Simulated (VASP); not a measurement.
# BN (P3m1) in VASP: further runs, part 2 of 2

VASP 6.6.1.

### Step 5. Single point, PBE+D4

INCAR

```
PREC     = Accurate       # precision mode
ENCUT    = 600            # plane-wave cutoff, eV
EDIFF    = 1E-6           # SCF threshold, eV
ISMEAR   = 0              # smearing method
SIGMA    = 0.01           # smearing width, eV
LREAL    = F              # projectors in reciprocal space
LASPH    = T              # aspherical terms in the spheres
NELM     = 120            # most SCF steps
ALGO     = Normal         # electronic algorithm
ISIF     = 2              # what is computed and relaxed
LWAVE    = F              # write WAVECAR
LCHARG   = T              # write CHGCAR
GGA      = PE             # functional
IVDW     = 13             # dispersion correction
LELF     = T              # ELF
LVHAR    = T            
NBANDS   = 16             # bands
GGA_COMPAT= F
```

KPOINTS

```
Automatic mesh
0
Gamma
  6 6 2
```

POSCAR

```
BN
1.0
    2.4982400000      0.0000000000      0.0000000000
   -1.2491200000      2.1635393000      0.0000000000
    0.0000000000      0.0000000000      6.6357000000
B N
2 2
Direct
    0.3333333333      0.6666666667      0.2500000000
    0.6666666667      0.3333333333      0.7500000000
    0.3333333333      0.6666666667      0.8250000000
    0.6666666667      0.3333333333      0.2500000000
```

Potentials or basis: VASP PAW PBE potentials, release 64 (B, N).

Run with:

```sh
cat potpaw_PBE.64/B/POTCAR potpaw_PBE.64/N/POTCAR > POTCAR
mpirun -np 1 vasp_std > vasp.out
```

OUTCAR:

```text
PREC = Accurate
   ENCUT = 600
   EDIFF = 1E-6
   ISMEAR = 0
   LREAL = F
   LASPH = T
   NELM = 120
   ISIF = 2
   GGA = PE
   IVDW = 13

 ion  position               nearest neighbor table
   1  0.333  0.667  0.250-   4 1.44   4 1.44   4 1.44
   2  0.667  0.333  0.750-   3 1.53   3 1.53   3 1.53
   3  0.333  0.667  0.825-   2 1.53   2 1.53   2 1.53
   4  0.667  0.333  0.250-   1 1.44   1 1.44   1 1.44

  LATTYP: Found a hexagonal cell.
 ALAT       =     2.4982400000
 C/A-ratio  =     2.6561499296

  Lattice vectors:

 A1 = (   2.4982400000,   0.0000000000,   0.0000000000)
 A2 = (  -1.2491200000,   2.1635393000,   0.0000000000)
 A3 = (   0.0000000000,   0.0000000000,   6.6357000000)

Analysis of symmetry for initial positions (statically):
=====================================================================
 Subroutine PRICEL returns:
 Original cell was already a primitive cell.

 Routine SETGRP: Setting up the symmetry group for a
 hexagonal supercell.

 Subroutine GETGRP returns: Found  6 space group operations
 (whereof  6 operations were pure point group operations)
 out of a pool of 24 trial point group operations.

The static configuration has the point symmetry C_3v.

Analysis of symmetry for dynamics (positions and initial velocities):
=====================================================================
 Subroutine PRICEL returns:
 Original cell was already a primitive cell.

 Routine SETGRP: Setting up the symmetry group for a
 hexagonal supercell.

 Subroutine GETGRP returns: Found  6 space group operations
 (whereof  6 operations were pure point group operations)
 out of a pool of 24 trial point group operations.

The dynamic configuration has the point symmetry C_3v.

 Subroutine INISYM returns: Found  6 space group operations
 (whereof  6 operations are pure point group operations),
 and found     1 'primitive' translations

----------------------------------------------------------------------------------------

                                     Primitive cell

  volume of cell :      35.8662

  direct lattice vectors                    reciprocal lattice vectors
     2.498240000  0.000000000  0.000000000     0.400281798  0.231102805  0.000000000
    -1.249120000  2.163539300  0.000000000     0.000000000  0.462205609  0.000000000
     0.000000000  0.000000000  6.635700000     0.000000000  0.000000000  0.150700002

  length of vectors
     2.498240000  2.498239996  6.635700000     0.462205608  0.462205609  0.150700002

  position of ions in fractional coordinates (direct lattice)
     0.333333333  0.666666667  0.250000000
     0.666666667  0.333333333  0.750000000
     0.333333333  0.666666667  0.825000000
     0.666666667  0.333333333  0.250000000

  ion indices of the primitive-cell ions
   primitive index   ion index
                 1           1
                 2           2
[... 26 lines left out ...]

 Found     14 irreducible k-points:

 Following reciprocal coordinates:
            Coordinates               Weight
  0.000000  0.000000  0.000000      1.000000
  0.166667 -0.000000  0.000000      6.000000
  0.333333  0.000000  0.000000      6.000000
  0.500000 -0.000000  0.000000      3.000000
  0.166667  0.166667  0.000000      6.000000
  0.333333  0.166667  0.000000     12.000000
  0.333333  0.333333  0.000000      2.000000
  0.000000  0.000000  0.500000      1.000000
  0.166667 -0.000000  0.500000      6.000000
  0.333333  0.000000  0.500000      6.000000
  0.500000 -0.000000  0.500000      3.000000
  0.166667  0.166667  0.500000      6.000000
  0.333333  0.166667  0.500000     12.000000
  0.333333  0.333333  0.500000      2.000000
   k-points           NKPTS =     14   k-points in BZ     NKDIM =     14   number of bands    NBANDS=     16
   number of dos      NEDOS =    301   number of ions     NIONS =      4
   total plane-waves  NPLWV =  21600
   dimension x,y,z NGX =    20 NGY =   20 NGZ =   54
   dimension x,y,z NGXF=    40 NGYF=   40 NGZF=  108
   ions per type =               2   2
   NGX,Y,Z   is equivalent  to a cutoff of  13.31, 13.31, 13.53 a.u.
   NGXF,Y,Z  is equivalent  to a cutoff of  26.62, 26.62, 27.06 a.u.
 SYSTEM =  unknown system
   PREC   = accura    normal or accurate (medium, high low for compatibility)
   ISTART =      0    job   : 0-new  1-cont  2-samecut
   ICHARG =      2    charge: 1-file 2-atom 10-const
   ISPIN  =      1    spin polarized calculation?
   LNONCOLLINEAR =      F non collinear calculations
   LSORBIT =      F    spin-orbit coupling
   LASPH  =      T    aspherical Exc in radial PAW
   ENCUT  =  600.0 eV  44.10 Ry    6.64 a.u.   4.99  4.99 13.25*2*pi/ulx,y,z
   NELM   =    120;   NELMIN=  2; NELMDL= -5     # of ELM steps
   EDIFF  = 0.1E-05   stopping-criterion for ELM
   LREAL  =      F    real-space projection
   EDIFFG = 0.1E-04   stopping-criterion for IOM
   NSW    =      0    number of steps for IOM
   IBRION =     -1    ionic relax: 0-MD 1-quasi-New 2-CG
   NFREE  =      0    steps in history (QN), initial steepest desc. (CG)
   ISIF   =      2    stress and relaxation
   ISYM   =      2    0-nonsym 1-usesym 2-fastsym
   POTIM  = 0.5000    time-step for ionic-motion
   TEBEG  =    0.0;   TEEND  =   0.0 temperature during run
   PSTRESS=    0.0 pullay stress
   NELECT =      16.0000    total number of electrons
   NUPDOWN=      -1.0000    fix difference up-down
   EMIN   =  10.00;   EMAX   =-10.00  energy-range for DOS
   EFERMI =   0.00;   METHOD = LEGACY
   ISMEAR =     0;   SIGMA  =   0.01  broadening in eV -4-tet -1-fermi 0-gaus
   EFERMI_NEDOS =   21; number of points for ismear=-14 and -15
   IALGO  =     38    algorithm
   IMIX   =      4    mixing-type and parameters
     AMIX     =   0.40;   BMIX     =  1.00
     AMIX_MAG =   1.60;   BMIX_MAG =  1.00
  volume/ion in A,a.u.               =       8.97        60.51
  Fermi-wavevector in a.u.,A,eV,Ry     =   1.250891  2.363842 21.289433  1.564729
  Thomas-Fermi vector in A             =   2.384864
   LORBIT       =      0    0 simple, 1 ext, 2 COOP (PROOUT), +10 PAW based schemes
   GGA     = PE    functional components
   LHFCALC =     F    Hartree Fock is set to
   AEXX    =    0.0000 exact exchange contribution
   IVDW    =    13    specifies the selected vdW correction
   LEPSILON=     F    determine dielectric tensor
   LRPA    =     F    only Hartree local field effects (RPA)
 non-spin polarized calculation
 Gauss-broadening in eV      SIGMA  =   0.01
  energy-cutoff  :      600.00
  volume of cell :       35.87
 maximum number of plane-waves:      1224
 NGX is ok and might be reduce to    20
   NGX =  9   NGY =  9   NGZ = 27

 number of electron      15.9999998 magnetization

 Free energy of the ion-electron system (eV)
  ---------------------------------------------------
  ext. energy  EPLUGINS =         0.00000000
  ---------------------------------------------------
  free energy    TOTEN  =       -33.42246047 eV

  energy without entropy =      -33.42246047  energy(sigma->0) =      -33.42246047

 E-fermi :   2.7222     XC(G=0): -10.2470

 val. band max:        2.6588705671   @ k =   0.0000   0.0000   0.0000
 cond. band min:       5.2287561420   @ k =   0.0000   0.0000   0.0000
 fundamental gap:      2.5698855749
 Fermi energy:         2.7222122082

 k-point     1 :       0.0000    0.0000    0.0000
  band No.  band energies     occupation
      1     -15.3260      2.00000
      2     -14.7105      2.00000
      3      -3.9686      2.00000
      4      -1.3876      2.00000
      5       1.1315      2.00000
      6       1.1315      2.00000
[... 243 lines left out ...]
      3      -5.4965      2.00000
      4      -4.7293      2.00000
      5      -4.1672      2.00000
      6      -4.1048      2.00000
[... 8 lines left out ...]
     15      18.4997      0.00000
     16      18.6443      0.00000

------------------------ aborting loop because EDIFF is reached ----------------------------------------

  DFT-D4 for vdW energy calculation

  Edisp (eV):   -0.65026

  FORCE on cell =-STRESS in cart. coord.  units (eV):
  Direction    XX          YY          ZZ          XY          YZ          ZX
  --------------------------------------------------------------------------------------
  -------------------------------------------------------------------------------------
  Total       0.52015     0.52015    -3.73002     0.00000     0.00000     0.00000
  in kB      23.23562    23.23562  -166.62363     0.00000     0.00000     0.00000
  external pressure =      -40.05 kB  Pullay stress =        0.00 kB

 VOLUME and BASIS-vectors are now :
 -----------------------------------------------------------------------------
  energy-cutoff  :      600.00
  volume of cell :       35.87
      direct lattice vectors                 reciprocal lattice vectors
     2.498240000  0.000000000  0.000000000     0.400281798  0.231102805  0.000000000
    -1.249120000  2.163539300  0.000000000     0.000000000  0.462205609  0.000000000
     0.000000000  0.000000000  6.635700000     0.000000000  0.000000000  0.150700002

 POSITION                                       TOTAL-FORCE (eV/Angst)
 -----------------------------------------------------------------------------------
     -0.00000      1.44236      1.65892        -0.000000     -0.000000     -0.358421
      1.24912      0.72118      4.97677        -0.000000     -0.000000      6.804555
     -0.00000      1.44236      5.47445        -0.000000      0.000000     -7.035258
      1.24912      0.72118      1.65892         0.000000     -0.000000      0.589124
 -----------------------------------------------------------------------------------
    total drift:                               -0.000000      0.000000      0.000135

  FREE ENERGIE OF THE ION-ELECTRON SYSTEM (eV)
  ---------------------------------------------------
  free  energy   TOTEN  =       -34.0727248729 eV

  energy  without entropy=      -34.0727248729  energy(sigma->0) =      -34.07272487
```

Run time: 8.5 s. Hardware: 1 thread of Intel Xeon Platinum 8375C at 2.90GHz (Ice Lake), shared host; peak memory 0.15 GiB.

Results:

```
Free energy                : -34.0727 eV
Pressure                   : -4.0 GPa
Largest force              : 7.035 eV/Å
Band gap on the k mesh     : 2.57 eV, direct
Dispersion energy per atom : -0.163 eV
```

Forces in eV/Å, atoms in the order of the input:
```
B    0.000  0.000 -0.358
B    0.000  0.000  6.805
N    0.000  0.000 -7.035
N    0.000  0.000  0.589
```

Stress tensor (GPa, compression positive):
```
  2.32   0.00   0.00
  0.00   2.32   0.00
  0.00   0.00 -16.66
```

Caveat: the k points lie up to 0.48 Å⁻¹ apart; forces of over 1 eV/Å act on the atoms, so gaps and moduli don't describe the material at rest. A k mesh can miss the band edges.
